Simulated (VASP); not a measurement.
# Pt (P6_3/mmc) in VASP: further runs

Runs on Pt. Level: LDA. Tasks: single point.

Program: VASP 6.6.1. These are calculated values, not measurements. Logs are shortened: lines on timing, memory, paths and dates and some standing lists are left out, and cuts for length are marked.

### Step 1. The cell of the first run

It takes space group P6_3/mmc (No. 194, hexagonal). Conventional cell: a = 2.669 Å, b = 2.669 Å, c = 4.532 Å, α = 90.00°, β = 90.00°, γ = 120.00°. Pt (site symmetry -6m2) has 12 Pt at 2.67 to 2.74 Å within 3.5 Å.

This isn't the form of Pt at room conditions, which is fcc.

### Step 2. Single point, LDA

INCAR

```
PREC = Accurate
ENCUT = 520
EDIFF = 1E-6
ISMEAR = -1
SIGMA = 0.15
LREAL = False
LASPH = True
NELM = 100
ALGO = Normal
ISIF = 2
LWAVE = False
LCHARG = False
NBANDS = 17
```

KPOINTS

```
regular mesh
0
Gamma
  18 18 10
```

POSCAR

```
Pt
1.0
    2.6693118967      0.0000000000      0.0000000000
   -1.3346559484      2.3116919132      0.0000000000
    0.0000000000      0.0000000000      4.5315025370
Pt
2
Direct
    0.6666666667      0.3333333333      0.7500000000
    0.3333333333      0.6666666667      0.2500000000
```

Potentials or basis: VASP PAW LDA potentials, release 64 (Pt).

Command:

```console
> cat potpaw_LDA.64/Pt/POTCAR > POTCAR
> mpirun -np 1 vasp_std > vasp.out
```

OUTCAR:

```text
PREC = Accurate
   ENCUT = 520
   EDIFF = 1E-6
   ISMEAR = -1
   LREAL = False
   LASPH = True
   NELM = 100
   ISIF = 2

 ion  position               nearest neighbor table
   1  0.667  0.333  0.750-   2 2.74   2 2.74   2 2.74   2 2.74   2 2.74   2 2.74
   2  0.333  0.667  0.250-   1 2.74   1 2.74   1 2.74   1 2.74   1 2.74   1 2.74

  LATTYP: Found a hexagonal cell.
 ALAT       =     2.6693118967
 C/A-ratio  =     1.6976294687

  Lattice vectors:

 A1 = (   2.6693118967,   0.0000000000,   0.0000000000)
 A2 = (  -1.3346559484,   2.3116919132,   0.0000000000)
 A3 = (   0.0000000000,   0.0000000000,   4.5315025370)

Analysis of symmetry for initial positions (statically):
=====================================================================
 Subroutine PRICEL returns:
 Original cell was already a primitive cell.

 Routine SETGRP: Setting up the symmetry group for a
 hexagonal supercell.

 Subroutine GETGRP returns: Found 24 space group operations
 (whereof 12 operations were pure point group operations)
 out of a pool of 24 trial point group operations.

The static configuration has the point symmetry D_3d.
 The point group associated with its full space group is D_6h.

Analysis of symmetry for dynamics (positions and initial velocities):
=====================================================================
 Subroutine PRICEL returns:
 Original cell was already a primitive cell.

 Routine SETGRP: Setting up the symmetry group for a
 hexagonal supercell.

 Subroutine GETGRP returns: Found 24 space group operations
 (whereof 12 operations were pure point group operations)
 out of a pool of 24 trial point group operations.

The dynamic configuration has the point symmetry D_3d.
 The point group associated with its full space group is D_6h.

 Subroutine INISYM returns: Found 24 space group operations
 (whereof 12 operations are pure point group operations),
 and found     1 'primitive' translations

----------------------------------------------------------------------------------------

                                     Primitive cell

  volume of cell :      27.9622

  direct lattice vectors                    reciprocal lattice vectors
     2.669311897  0.000000000  0.000000000     0.374628383  0.216291798  0.000000000
    -1.334655948  2.311691913  0.000000000     0.000000000  0.432583596  0.000000000
     0.000000000  0.000000000  4.531502537     0.000000000  0.000000000  0.220677356

  length of vectors
     2.669311897  2.669311897  4.531502537     0.432583596  0.432583596  0.220677356

  position of ions in fractional coordinates (direct lattice)
     0.666666667  0.333333333  0.750000000
     0.333333333  0.666666667  0.250000000

  ion indices of the primitive-cell ions
   primitive index   ion index
                 1           1
                 2           2

----------------------------------------------------------------------------------------

 KPOINTS: regular mesh

Automatic generation of k-mesh.
 Grid dimensions read from file:
 generate k-points for:   18   18   10

 Generating k-lattice:

  Cartesian coordinates                     Fractional coordinates (reciprocal lattice)
     0.020812688  0.012016211  0.000000000     0.055555556  0.000000000  0.000000000
     0.000000000  0.024032422  0.000000000     0.000000000  0.055555556  0.000000000
     0.000000000  0.000000000  0.022067736     0.000000000  0.000000000  0.100000000

  Length of vectors
     0.024032422  0.024032422  0.022067736

  Shift w.r.t. Gamma in fractional coordinates (k-lattice)
     0.000000000  0.000000000  0.000000000

 Subroutine IBZKPT returns following result:
 ===========================================

 Found    222 irreducible k-points:

 Following reciprocal coordinates:
            Coordinates               Weight
  0.000000  0.000000  0.000000      1.000000
  0.055556  0.000000  0.000000      6.000000
  0.111111  0.000000  0.000000      6.000000
  0.166667  0.000000  0.000000      6.000000
  0.222222  0.000000  0.000000      6.000000
  0.277778  0.000000  0.000000      6.000000
[... 16 lines left out ...]
  0.333333  0.111111  0.000000     12.000000
  0.388889  0.111111  0.000000     12.000000
 [... further k-points ...]
   k-points           NKPTS =    222   k-points in BZ     NKDIM =    222   number of bands    NBANDS=     17
   number of dos      NEDOS =    301   number of ions     NIONS =      2
   total plane-waves  NPLWV =  14400
   dimension x,y,z NGX =    20 NGY =   20 NGZ =   36
   dimension x,y,z NGXF=    40 NGYF=   40 NGZF=   72
   ions per type =               2
   NGX,Y,Z   is equivalent  to a cutoff of  12.46, 12.46, 13.21 a.u.
   NGXF,Y,Z  is equivalent  to a cutoff of  24.91, 24.91, 26.41 a.u.
 SYSTEM =  unknown system
   PREC   = accura    normal or accurate (medium, high low for compatibility)
   ISTART =      0    job   : 0-new  1-cont  2-samecut
   ICHARG =      2    charge: 1-file 2-atom 10-const
   ISPIN  =      1    spin polarized calculation?
   LNONCOLLINEAR =      F non collinear calculations
   LSORBIT =      F    spin-orbit coupling
   LASPH  =      T    aspherical Exc in radial PAW
   ENCUT  =  520.0 eV  38.22 Ry    6.18 a.u.   4.96  4.96  8.43*2*pi/ulx,y,z
   NELM   =    100;   NELMIN=  2; NELMDL= -5     # of ELM steps
   EDIFF  = 0.1E-05   stopping-criterion for ELM
   LREAL  =      F    real-space projection
[... 7 lines left out ...]
   TEBEG  =    0.0;   TEEND  =   0.0 temperature during run
   PSTRESS=    0.0 pullay stress
   NELECT =      20.0000    total number of electrons
   NUPDOWN=      -1.0000    fix difference up-down
   EMIN   =  10.00;   EMAX   =-10.00  energy-range for DOS
   EFERMI =   0.00;   METHOD = LEGACY
   ISMEAR =    -1;   SIGMA  =   0.15  broadening in eV -4-tet -1-fermi 0-gaus
   EFERMI_NEDOS =   21; number of points for ismear=-14 and -15
   IALGO  =     38    algorithm
   IMIX   =      4    mixing-type and parameters
     AMIX     =   0.40;   BMIX     =  1.00
     AMIX_MAG =   1.60;   BMIX_MAG =  1.00
  volume/ion in A,a.u.               =      13.98        94.35
  Fermi-wavevector in a.u.,A,eV,Ry     =   1.464067  2.766686 29.163987  2.143493
  Thomas-Fermi vector in A             =   2.580087
   LORBIT       =      0    0 simple, 1 ext, 2 COOP (PROOUT), +10 PAW based schemes
   GGA     = CA    functional components
   LHFCALC =     F    Hartree Fock is set to
   AEXX    =    0.0000 exact exchange contribution
   IVDW    =     0    specifies the selected vdW correction
   LEPSILON=     F    determine dielectric tensor
   LRPA    =     F    only Hartree local field effects (RPA)
 non-spin polarized calculation
  energy-cutoff  :      520.00
  volume of cell :       27.96
 maximum number of plane-waves:       774
 NGX is ok and might be reduce to    20
   NGX =  9   NGY =  9   NGZ = 17

 number of electron      20.0000002 magnetization

 Free energy of the ion-electron system (eV)
  ---------------------------------------------------
  ext. energy  EPLUGINS =         0.00000000
  ---------------------------------------------------
  free energy    TOTEN  =       -14.87630030 eV

  energy without entropy =      -14.66378147  energy(sigma->0) =      -14.77004089

 E-fermi :  12.6828     XC(G=0): -14.1275

 val. band max:       12.6826266340   @ k =   0.3889   0.2222   0.4000
 cond. band min:      12.6842299257   @ k =   0.3333   0.0556   0.4000
 fundamental gap:      0.0016032917
 Fermi energy:        12.6828291824

 k-point     1 :       0.0000    0.0000    0.0000
  band No.  band energies     occupation
      1       1.5542      2.00000
      2       4.3628      2.00000
      3       8.0137      2.00000
      4       8.4913      2.00000
      5       8.4913      2.00000
      6       8.9895      2.00000
[... 9 lines left out ...]
     16      29.9422      0.00000
     17      34.6335      0.00000

 k-point     2 :       0.0556    0.0000    0.0000
  band No.  band energies     occupation
      1       1.6784      2.00000
      2       4.4770      2.00000
      3       7.9697      2.00000
      4       8.5133      2.00000
      5       8.5916      2.00000
      6       8.9224      2.00000
[... 9 lines left out ...]
     16      30.1508      0.00000
     17      33.9895      0.00000

 k-point     3 :       0.1111    0.0000    0.0000
  band No.  band energies     occupation
      1       2.0410      2.00000
      2       4.7979      2.00000
      3       7.8032      2.00000
      4       8.5858      2.00000
      5       8.8088      2.00000
      6       8.8879      2.00000
[... 9 lines left out ...]
     16      30.6251      0.00000
     17      32.5432      0.00000

 k-point     4 :       0.1667    0.0000    0.0000
  band No.  band energies     occupation
      1       2.6086      2.00000
      2       5.2410      2.00000
      3       7.5823      2.00000
      4       8.4016      2.00000
      5       8.5505      2.00000
      6       9.0685      2.00000
[... 9 lines left out ...]
     16      30.6934      0.00000
     17      31.3857      0.00000

 k-point     5 :       0.2222    0.0000    0.0000
  band No.  band energies     occupation
      1       3.3144      2.00000
      2       5.5966      2.00000
      3       7.5265      2.00000
      4       7.7254      2.00000
      5       8.1762      2.00000
      6       9.4642      2.00000
[... 9 lines left out ...]
     16      29.8907      0.00000
     17      31.4486      0.00000

 k-point     6 :       0.2778    0.0000    0.0000
  band No.  band energies     occupation
      1       4.0401      2.00000
      2       5.6274      2.00000
      3       7.0240      2.00000
      4       7.7577      2.00000
      5       8.1756      2.00000
      6       9.1965      2.00000
[... 9 lines left out ...]
     16      28.4246      0.00000
     17      31.6520      0.00000
[... 281 lines left out ...]
 k-point    21 :       0.2222    0.1111    0.0000
  band No.  band energies     occupation
      1       4.3798      2.00000
      2       6.0100      2.00000
      3       6.9578      2.00000
      4       7.2821      2.00000
      5       8.2288      2.00000
      6       8.6316      2.00000
[... 9 lines left out ...]
     16      28.6391      0.00000
     17      31.3177      0.00000

 k-point    22 :       0.2778    0.1111    0.0000
  band No.  band energies     occupation
      1       4.9917      2.00000
      2       5.8003      2.00000
      3       6.4602      2.00000
      4       7.6468      2.00000
      5       8.4648      2.00000
      6       8.5209      2.00000
[... 9 lines left out ...]
     16      27.9029      0.00000
     17      29.7302      0.00000

 k-point    23 :       0.3333    0.1111    0.0000
  band No.  band energies     occupation
      1       5.3236      2.00000
      2       5.5807      2.00000
      3       6.0933      2.00000
      4       8.1333      2.00000
      5       8.3893      2.00000
      6       8.9221      2.00000
[... 9 lines left out ...]
     16      27.3333      0.00000
     17      27.5510      0.00000

 k-point    24 :       0.3889    0.1111    0.0000
  band No.  band energies     occupation
      1       5.3698      2.00000
      2       5.4980      2.00000
      3       5.8689      2.00000
      4       8.4045      2.00000
      5       8.6436      2.00000
      6       8.7326      2.00000
[... 9 lines left out ...]
     16      25.8075      0.00000
     17      26.9419      0.00000

 [... further k-points ...]
[... 5 lines left out ...]
  --------------------------------------------------------------------------------------
  -------------------------------------------------------------------------------------
  Total        4.0444648      4.0444648      3.9732480     -0.0000000      0.0000000      0.0000000
  in kB      231.7395384    231.7395384    227.6589609     -0.0000000      0.0000000      0.0000000
  external PRESSURE =     230.3793459 kB  Pullay stress =       0.0000000 kB

 VOLUME and BASIS-vectors are now :
 -----------------------------------------------------------------------------
  energy-cutoff  :      520.00
  volume of cell :       27.96
      direct lattice vectors                 reciprocal lattice vectors
     2.669311897  0.000000000  0.000000000     0.374628383  0.216291798  0.000000000
    -1.334655948  2.311691913  0.000000000     0.000000000  0.432583596  0.000000000
     0.000000000  0.000000000  4.531502537     0.000000000  0.000000000  0.220677356

 POSITION                                       TOTAL-FORCE (eV/Angst)
 -----------------------------------------------------------------------------------
      1.33466      0.77056      3.39863        -0.000000     -0.000000      0.000000
     -0.00000      1.54113      1.13288         0.000000      0.000000      0.000000
 -----------------------------------------------------------------------------------
    total drift:                               -0.000000      0.000000     -0.000000

  FREE ENERGIE OF THE ION-ELECTRON SYSTEM (eV)
  ---------------------------------------------------
  free  energy   TOTEN  =       -14.8763003007 eV

  energy  without entropy=      -14.6637814749  energy(sigma->0) =      -14.77004089
```

It took 61 s on 1 thread of Intel Xeon 6975P-C (Granite Rapids), shared host; peak memory 0.2 GiB.

What came out:

| Quantity | Value |
| --- | --- |
| Free energy | -14.8763 eV |
| Pressure | 23.0 GPa |
| Band gap on the k mesh | zero (bands 10 and 11 overlap by 1.56 eV) |

Stress tensor (GPa, compression positive):
```
23.17  0.00  0.00
 0.00 23.17  0.00
 0.00  0.00 22.77
```

Caveat: the cell stands under pressure; spin-orbit coupling is left out, which moves the levels of the heavy elements.

### Step 3. Single point, LDA

This run uses another cell than the first one, of 14.65 Å³/atom.

INCAR

```
SYSTEM = Pt
PREC = Accurate
ENCUT = 520
EDIFF = 1E-7
ISMEAR = -1
SIGMA = 0.15
LREAL = .False.
LASPH = .True.
NELM = 60
ALGO = Fast
ISIF = 2
LWAVE = .False.
LCHARG = .False.
GGA = CA
NBANDS = 17
```

KPOINTS

```
Automatic mesh
0
Gamma
  18 18 10
  0 0 0
```

POSCAR

```
Pt
1.0
    2.7076865919      0.0000000000      0.0000000000
   -1.3538432960      2.3449253741      0.0000000000
    0.0000000000      0.0000000000      4.6137825076
Pt
2
Direct
    0.6666666667      0.3333333333      0.7500000000
    0.3333333333      0.6666666667      0.2500000000
```

Potentials or basis: VASP PAW LDA potentials, release 64 (Pt).

Command:

```console
> cat potpaw_LDA.64/Pt/POTCAR > POTCAR
> mpirun -np 1 vasp_std > vasp.out
```

It took 1.7 min on 1 thread of Intel Xeon 6975P-C (Granite Rapids), shared host; peak memory 0.2 GiB.

It converged, with:

- Free energy: -14.9941 eV
- Pressure: 5.8 GPa
- Band gap on the k mesh: zero (bands 10 and 11 overlap by 1.45 eV)

Stress tensor (GPa, compression positive):
```
5.96 0.00 0.00
0.00 5.96 0.00
0.00 0.00 5.58
```

Levels at points of the mesh, in eV from the Fermi level:
```csv
k point,band 8,band 9,band 10,band 11,band 12,band 13
"(0.00, 0.00, 0.00)",-2.21,-2.21,-0.96,-0.29,-0.29,5.39
"(0.50, 0.00, 0.00)",0.06,0.24,0.50,2.36,3.92,7.64
"(0.00, 0.00, 0.50)",-3.90,-0.95,-0.95,-0.95,-0.95,12.77
"(0.50, 0.00, 0.50)",-1.08,0.39,0.39,1.65,1.65,6.93
```

Caveat: the cell stands under pressure; spin-orbit coupling is left out, which moves the levels of the heavy elements.

(Part 1 of 2 ends here.)
